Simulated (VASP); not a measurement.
# SnO2 (Pnnm) in VASP: notebook

Runs on SnO2. Level: LDA. Tasks: single point.

Everything below comes from runs of VASP 6.6.1. Logs are shortened: lines on timing, memory, paths and dates and some standing lists are left out, and cuts for length are marked.

## 1. The cell of the first run

It takes space group Pnnm (No. 58, orthorhombic). Conventional cell: a = 4.629 Å, b = 4.916 Å, c = 3.127 Å, α = 90.00°, β = 90.00°, γ = 90.00°. Sn (site symmetry 2/m) has 6 O at 2.04 to 2.06 Å within 2.7 Å. O (site symmetry m) has 3 Sn at 2.04 to 2.06 Å and 1 O at 2.63 Å within 2.7 Å.

## 2. Single point, LDA

File INCAR:

```
SYSTEM = SnO2
PREC     = Accurate       ! precision mode
ENCUT    = 520            ! plane-wave cutoff, eV
EDIFF    = 1E-6           ! SCF threshold, eV
ISMEAR   = 0              ! smearing method
SIGMA    = 0.05           ! smearing width, eV
LREAL    = .FALSE.        ! projectors in reciprocal space
LASPH    = .TRUE.         ! aspherical terms in the spheres
NELM     = 60             ! most SCF steps
ALGO     = Normal         ! electronic algorithm
ISIF     = 2              ! what is computed and relaxed
LWAVE    = .FALSE.        ! write WAVECAR
LCHARG   = .FALSE.        ! write CHGCAR
NBANDS   = 35             ! bands
```

File KPOINTS:

```
Automatic mesh
0
G
  6 6 10
  0 0 0
```

File POSCAR:

```
SnO2
1.0
    4.9158230248      0.0000000000      0.0000000000
    0.0000000000      4.6289679981      0.0000000000
    0.0000000000      0.0000000000      3.1269719244
Sn O
2 4
Direct
    0.5000000000      0.5000000000      0.5000000000
    0.0000000000      0.0000000000      0.0000000000
    0.3152049157      0.2947923486      0.0000000000
    0.8152049157      0.2052076514      0.5000000000
    0.1847950843      0.7947923486      0.5000000000
    0.6847950843      0.7052076514      0.0000000000
```

Potentials or basis: VASP PAW LDA potentials, release 64 (Sn_d, O).

On the command line:

```console
> cat potpaw_LDA.64/Sn_d/POTCAR potpaw_LDA.64/O/POTCAR > POTCAR
> mpirun -np 1 vasp_std > vasp.out
```

OUTCAR:

```text
SYSTEM = SnO2
   PREC = Accurate
   ENCUT = 520
   EDIFF = 1E-6
   ISMEAR = 0
   LREAL = .FALSE.
   LASPH = .TRUE.
   NELM = 60
   ISIF = 2

 ion  position               nearest neighbor table
   1  0.500  0.500  0.500-   3 2.04   6 2.04   3 2.04   6 2.04   5 2.06   4 2.06   2 3.72   2 3.72
                             2 3.72   2 3.72   2 3.72   2 3.72   2 3.72   2 3.72
   2  0.000  0.000  0.000-   4 2.04   5 2.04   4 2.04   5 2.04   3 2.06   6 2.06   1 3.72   1 3.72
                             1 3.72   1 3.72   1 3.72   1 3.72   1 3.72   1 3.72
   3  0.315  0.295  0.000-   1 2.04   1 2.04   2 2.06
   4  0.815  0.205  0.500-   2 2.04   2 2.04   1 2.06
   5  0.185  0.795  0.500-   2 2.04   2 2.04   1 2.06
   6  0.685  0.705  0.000-   1 2.04   1 2.04   2 2.06

  LATTYP: Found a simple orthorhombic cell.
 ALAT       =     3.1269719244
 B/A-ratio  =     1.4803356442
 C/A-ratio  =     1.5720713661

  Lattice vectors:

 A1 = (   0.0000000000,   0.0000000000,  -3.1269719244)
 A2 = (   0.0000000000,   4.6289679981,   0.0000000000)
 A3 = (   4.9158230248,   0.0000000000,   0.0000000000)

Analysis of symmetry for initial positions (statically):
=====================================================================
 Subroutine PRICEL returns:
 Original cell was already a primitive cell.

 Routine SETGRP: Setting up the symmetry group for a
 simple orthorhombic supercell.

 Subroutine GETGRP returns: Found  8 space group operations
 (whereof  4 operations were pure point group operations)
 out of a pool of  8 trial point group operations.

The static configuration has the point symmetry C_2h.
 The point group associated with its full space group is D_2h.

Analysis of symmetry for dynamics (positions and initial velocities):
=====================================================================
 Subroutine PRICEL returns:
 Original cell was already a primitive cell.

 Routine SETGRP: Setting up the symmetry group for a
 simple orthorhombic supercell.

 Subroutine GETGRP returns: Found  8 space group operations
 (whereof  4 operations were pure point group operations)
 out of a pool of  8 trial point group operations.

The dynamic configuration has the point symmetry C_2h.
 The point group associated with its full space group is D_2h.

 Subroutine INISYM returns: Found  8 space group operations
 (whereof  4 operations are pure point group operations),
 and found     1 'primitive' translations

----------------------------------------------------------------------------------------

                                     Primitive cell

  volume of cell :      71.1548

  direct lattice vectors                    reciprocal lattice vectors
     4.915823025  0.000000000  0.000000000     0.203424736  0.000000000  0.000000000
     0.000000000  4.628967998  0.000000000     0.000000000  0.216030873  0.000000000
     0.000000000  0.000000000  3.126971924     0.000000000  0.000000000  0.319798202

  length of vectors
     4.915823025  4.628967998  3.126971924     0.203424736  0.216030873  0.319798202

  position of ions in fractional coordinates (direct lattice)
     0.500000000  0.500000000  0.500000000
     0.000000000  0.000000000  0.000000000
     0.315204916  0.294792349  0.000000000
     0.815204916  0.205207651  0.500000000
     0.184795084  0.794792349  0.500000000
     0.684795084  0.705207651  0.000000000

  ion indices of the primitive-cell ions
   primitive index   ion index
                 1           1
                 2           2
                 3           3
                 4           4
                 5           5
                 6           6

----------------------------------------------------------------------------------------

 KPOINTS: Automatic mesh

Automatic generation of k-mesh.
 Grid dimensions read from file:
 generate k-points for:    6    6   10

 Generating k-lattice:

  Cartesian coordinates                     Fractional coordinates (reciprocal lattice)
     0.033904123  0.000000000  0.000000000     0.166666667  0.000000000  0.000000000
     0.000000000  0.036005146  0.000000000     0.000000000  0.166666667  0.000000000
     0.000000000  0.000000000  0.031979820     0.000000000  0.000000000  0.100000000

  Length of vectors
     0.033904123  0.036005146  0.031979820

  Shift w.r.t. Gamma in fractional coordinates (k-lattice)
     0.000000000  0.000000000  0.000000000

 Subroutine IBZKPT returns following result:
 ===========================================

 Found     96 irreducible k-points:

 Following reciprocal coordinates:
            Coordinates               Weight
  0.000000  0.000000  0.000000      1.000000
  0.166667  0.000000  0.000000      2.000000
  0.333333  0.000000  0.000000      2.000000
  0.500000  0.000000  0.000000      1.000000
  0.000000  0.166667  0.000000      2.000000
  0.166667  0.166667  0.000000      4.000000
[... 16 lines left out ...]
  0.333333  0.166667  0.100000      8.000000
  0.500000  0.166667  0.100000      4.000000
 [... further k-points ...]
   k-points           NKPTS =     96   k-points in BZ     NKDIM =     96   number of bands    NBANDS=     35
   number of dos      NEDOS =    301   number of ions     NIONS =      6
   total plane-waves  NPLWV =  34560
   dimension x,y,z NGX =    40 NGY =   36 NGZ =   24
   dimension x,y,z NGXF=    80 NGYF=   72 NGZF=   48
   ions per type =               2   4
   NGX,Y,Z   is equivalent  to a cutoff of  13.53, 12.93, 12.76 a.u.
   NGXF,Y,Z  is equivalent  to a cutoff of  27.05, 25.86, 25.52 a.u.
 SYSTEM =  SnO2
   PREC   = accura    normal or accurate (medium, high low for compatibility)
   ISTART =      0    job   : 0-new  1-cont  2-samecut
   ICHARG =      2    charge: 1-file 2-atom 10-const
   ISPIN  =      1    spin polarized calculation?
   LNONCOLLINEAR =      F non collinear calculations
   LSORBIT =      F    spin-orbit coupling
   LASPH  =      T    aspherical Exc in radial PAW
   ENCUT  =  520.0 eV  38.22 Ry    6.18 a.u.   9.14  8.61  5.81*2*pi/ulx,y,z
   NELM   =     60;   NELMIN=  2; NELMDL= -5     # of ELM steps
   EDIFF  = 0.1E-05   stopping-criterion for ELM
   LREAL  =      F    real-space projection
   EDIFFG = 0.1E-04   stopping-criterion for IOM
   NSW    =      0    number of steps for IOM
   IBRION =     -1    ionic relax: 0-MD 1-quasi-New 2-CG
   NFREE  =      0    steps in history (QN), initial steepest desc. (CG)
   ISIF   =      2    stress and relaxation
   ISYM   =      2    0-nonsym 1-usesym 2-fastsym
   POTIM  = 0.5000    time-step for ionic-motion
   TEBEG  =    0.0;   TEEND  =   0.0 temperature during run
   PSTRESS=    0.0 pullay stress
   NELECT =      52.0000    total number of electrons
   NUPDOWN=      -1.0000    fix difference up-down
   EMIN   =  10.00;   EMAX   =-10.00  energy-range for DOS
   EFERMI =   0.00;   METHOD = LEGACY
   ISMEAR =     0;   SIGMA  =   0.05  broadening in eV -4-tet -1-fermi 0-gaus
   EFERMI_NEDOS =   21; number of points for ismear=-14 and -15
   IALGO  =     38    algorithm
   IMIX   =      4    mixing-type and parameters
     AMIX     =   0.40;   BMIX     =  1.00
     AMIX_MAG =   1.60;   BMIX_MAG =  1.00
  volume/ion in A,a.u.               =      11.86        80.03
  Fermi-wavevector in a.u.,A,eV,Ry     =   1.474601  2.786592 29.585156  2.174448
  Thomas-Fermi vector in A             =   2.589352
   LORBIT       =      0    0 simple, 1 ext, 2 COOP (PROOUT), +10 PAW based schemes
   GGA     = CA    functional components
   LHFCALC =     F    Hartree Fock is set to
   AEXX    =    0.0000 exact exchange contribution
   IVDW    =     0    specifies the selected vdW correction
   LEPSILON=     F    determine dielectric tensor
   LRPA    =     F    only Hartree local field effects (RPA)
 non-spin polarized calculation
 Gauss-broadening in eV      SIGMA  =   0.05
  energy-cutoff  :      520.00
  volume of cell :       71.15
 maximum number of plane-waves:      1944
 NGX is ok and might be reduce to    40

 number of electron      51.9999984 magnetization

 Free energy of the ion-electron system (eV)
  ---------------------------------------------------
  ext. energy  EPLUGINS =         0.00000000
  ---------------------------------------------------
  free energy    TOTEN  =       -42.21835233 eV

  energy without entropy =      -42.21835233  energy(sigma->0) =      -42.21835233

 E-fermi :   6.1521     XC(G=0): -11.8246

 val. band max:        5.8645151326   @ k =   0.0000   0.0000   0.0000
 cond. band min:       7.1951532603   @ k =   0.0000   0.0000   0.0000
 fundamental gap:      1.3306381278
 Fermi energy:         6.1521373809

 k-point     1 :       0.0000    0.0000    0.0000
  band No.  band energies     occupation
      1     -15.1100      2.00000
      2     -14.3905      2.00000
      3     -14.0471      2.00000
      4     -14.0227      2.00000
      5     -14.0218      2.00000
      6     -13.9056      2.00000
[... 27 lines left out ...]
     34      17.6678      0.00000
     35      18.0645      0.00000

 k-point     2 :       0.1667    0.0000    0.0000
  band No.  band energies     occupation
      1     -15.0685      2.00000
      2     -14.4353      2.00000
      3     -14.0453      2.00000
      4     -14.0207      2.00000
      5     -14.0199      2.00000
      6     -13.9418      2.00000
[... 27 lines left out ...]
     34      17.5319      0.00000
     35      18.1175      0.00000

 k-point     3 :       0.3333    0.0000    0.0000
  band No.  band energies     occupation
      1     -14.9492      2.00000
      2     -14.5755      2.00000
      3     -14.0396      2.00000
      4     -14.0167      2.00000
      5     -14.0163      2.00000
      6     -13.9973      2.00000
[... 27 lines left out ...]
     34      17.5216      0.00000
     35      18.1915      0.00000
[... 723 lines left out ...]
 k-point    23 :       0.3333    0.1667    0.1000
  band No.  band energies     occupation
      1     -14.8956      2.00000
      2     -14.5809      2.00000
      3     -14.1496      2.00000
      4     -14.1381      2.00000
      5     -14.0031      2.00000
      6     -13.9517      2.00000
[... 27 lines left out ...]
     34      17.8394      0.00000
     35      18.0851      0.00000

 k-point    24 :       0.5000    0.1667    0.1000
  band No.  band energies     occupation
      1     -14.7512      2.00000
      2     -14.7512      2.00000
      3     -14.1447      2.00000
      4     -14.1447      2.00000
      5     -13.9792      2.00000
      6     -13.9792      2.00000
[... 27 lines left out ...]
     34      17.6787      0.00000
     35      18.4832      0.00000

 [... further k-points ...]

------------------------ aborting loop because EDIFF is reached ----------------------------------------

  FORCE on cell =-STRESS in cart. coord.  units (eV):
  Direction    XX          YY          ZZ          XY          YZ          ZX
  --------------------------------------------------------------------------------------
  -------------------------------------------------------------------------------------
  Total       -1.2477996      0.6134601      3.0298393      0.0000000      0.0000000      0.0000000
  in kB      -28.0964233     13.8131421     68.2222081      0.0000000      0.0000000      0.0000000
  external PRESSURE =      17.9796423 kB  Pullay stress =       0.0000000 kB

 VOLUME and BASIS-vectors are now :
 -----------------------------------------------------------------------------
  energy-cutoff  :      520.00
  volume of cell :       71.15
      direct lattice vectors                 reciprocal lattice vectors
     4.915823025  0.000000000  0.000000000     0.203424736  0.000000000  0.000000000
     0.000000000  4.628967998  0.000000000     0.000000000  0.216030873  0.000000000
     0.000000000  0.000000000  3.126971924     0.000000000  0.000000000  0.319798202

 POSITION                                       TOTAL-FORCE (eV/Angst)
 -----------------------------------------------------------------------------------
      2.45791      2.31448      1.56349         0.000000     -0.000000      0.000000
      0.00000      0.00000      0.00000         0.000000     -0.000000      0.000000
      1.54949      1.36458      0.00000        -0.026846     -0.030914     -0.000000
      4.00740      0.94990      1.56349        -0.026846      0.030914      0.000000
      0.90842      3.67907      1.56349         0.026846     -0.030914     -0.000000
      3.36633      3.26438      0.00000         0.026846      0.030914      0.000000
 -----------------------------------------------------------------------------------
    total drift:                                0.000000     -0.000000     -0.000000

  FREE ENERGIE OF THE ION-ELECTRON SYSTEM (eV)
  ---------------------------------------------------
  free  energy   TOTEN  =       -42.2183523347 eV

  energy  without entropy=      -42.2183523347  energy(sigma->0) =      -42.21835233
```

It took 7 min on 1 thread of AMD EPYC 7R13, shared host; peak memory 0.26 GiB.

Results:

| Quantity | Value |
| --- | --- |
| Free energy | -42.2184 eV |
| Pressure | 1.8 GPa |
| Largest force | 0.041 eV/Å |
| Band gap on the k mesh | 1.33 eV, direct |

Forces on the atoms (eV/Å):
```
Sn   0.000  0.000  0.000
Sn   0.000  0.000  0.000
O   -0.027 -0.031  0.000
O   -0.027  0.031  0.000
O    0.027 -0.031  0.000
O    0.027  0.031  0.000
```

Stress tensor (GPa, compression positive):
```
-2.81  0.00  0.00
 0.00  1.38  0.00
 0.00  0.00  6.82
```

Caveat: spin-orbit coupling is left out, which moves the levels of the heavy elements. As with any semilocal functional, this LDA gap is likely too small.

## 3. Single point, LDA

This run uses another cell than the first one, of the same volume but with other edges.

File INCAR:

```
SYSTEM = SnO2
PREC = Accurate ; ENCUT = 520
EDIFF = 1E-7 ; ISMEAR = 0
SIGMA = 0.05 ; LREAL = .False.
LASPH = .True. ; NELM = 100
ALGO = Normal ; ISIF = 2
LWAVE = .False. ; LCHARG = .False.
GGA = CA ; NBANDS = 35
```

File KPOINTS:

```
regular mesh
0
Gamma
  6 6 10
  0 0 0
```

File POSCAR:

```
SnO2
1.0
    4.5362764805      0.0000000000      0.0000000000
    0.0000000000      4.8187294116      0.0000000000
    0.0000000000      0.0000000000      3.2551600243
Sn O
2 4
Direct
    0.5000000000      0.5000000000      0.5000000000
    0.0000000000      0.0000000000      0.0000000000
    0.2998761306      0.3131897433      0.0000000000
    0.7998761306      0.1868102567      0.5000000000
    0.2001238694      0.8131897433      0.5000000000
    0.7001238694      0.6868102567      0.0000000000
```

Potentials or basis: VASP PAW LDA potentials, release 64 (Sn_d, O).

On the command line:

```console
> cat potpaw_LDA.64/Sn_d/POTCAR potpaw_LDA.64/O/POTCAR > POTCAR
> mpirun -np 1 vasp_std > vasp.out
```

It took 3.9 min on 1 thread of AMD EPYC 7R43 (Zen 3), shared host; peak memory 0.24 GiB.

The run converged. Its results:

```
Free energy            : -42.2275 eV
Pressure               : -0.2 GPa
Largest force          : 0.011 eV/Å
Band gap on the k mesh : 1.14 eV, direct
```

Forces in eV/Å, atoms in the order of the input:
```
Sn   0.000  0.000  0.000
Sn   0.000  0.000  0.000
O   -0.009 -0.006  0.000
O   -0.009  0.006  0.000
O    0.009 -0.006  0.000
O    0.009  0.006  0.000
```

Stress tensor (GPa, compression positive):
```
 3.77  0.00  0.00
 0.00 -0.26  0.00
 0.00  0.00 -4.23
```

Levels at points of the mesh, in eV from the valence-band top:
```
           k point  band 24  band 25  band 26  band 27  band 28  band 29
(0.00, 0.00, 0.00)    -0.86    -0.57     0.00     1.14     5.68     5.76
(0.50, 0.00, 0.00)    -1.28    -0.66    -0.66     4.32     4.32     6.55
(0.00, 0.50, 0.00)    -1.20    -0.51    -0.51     4.35     4.35     6.75
(0.50, 0.50, 0.00)    -1.39    -0.79    -0.79     4.64     4.64     7.17
(0.00, 0.00, 0.50)    -1.69    -1.21    -1.21     6.05     6.05     9.64
(0.50, 0.00, 0.50)    -0.89    -0.57    -0.57     6.40     6.40     8.09
(0.00, 0.50, 0.50)    -1.23    -0.63    -0.63     6.33     6.33     8.01
(0.50, 0.50, 0.50)    -0.92    -0.75    -0.75     4.81     4.81     8.55
```

Caveat: spin-orbit coupling is left out, which moves the levels of the heavy elements.
